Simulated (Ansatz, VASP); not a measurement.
# BeS in VASP and in Ansatz

```xyz
2
Lattice="0.0000 2.4340 2.4340 2.4340 0.0000 2.4340 2.4340 2.4340 0.0000" Properties=species:S:1:pos:R:3 pbc="T T T"
Be    0.0000    0.0000    0.0000
S     1.2170    1.2170    1.2170
```

Alike in both runs: functional r2SCAN; k mesh 8 × 8 × 8; occupations gaussian, width 0.02 eV; no spin polarisation.

Ansatz relaxed the structure, and its values are those at the end. VASP's run is a single point on that final structure, the one shown.

|  | VASP | Ansatz |
| --- | --- | --- |
| version | VASP 6.6.1 | Ansatz 0.2.0 |
| potentials or method | VASP PAW PBE potentials, release 64 (Be, S), cutoff 660 eV | scalar-relativistic, plane waves, PAW |
| valence electrons in the cell | 8 | 8 |

Ansatz gave:

```
gap on the k mesh at the Fermi level (eV) : 3.59
least direct gap on the mesh (eV)         : 6.23
pressure (GPa)                            : 0.0
```

Task: Estimate VASP's values.

Result: gap on the k mesh at the Fermi level (eV): 3.60; least direct gap on the mesh (eV): 6.26; pressure (GPa): 0.3.

VASP's potentials were made for PBE, not for r2SCAN.
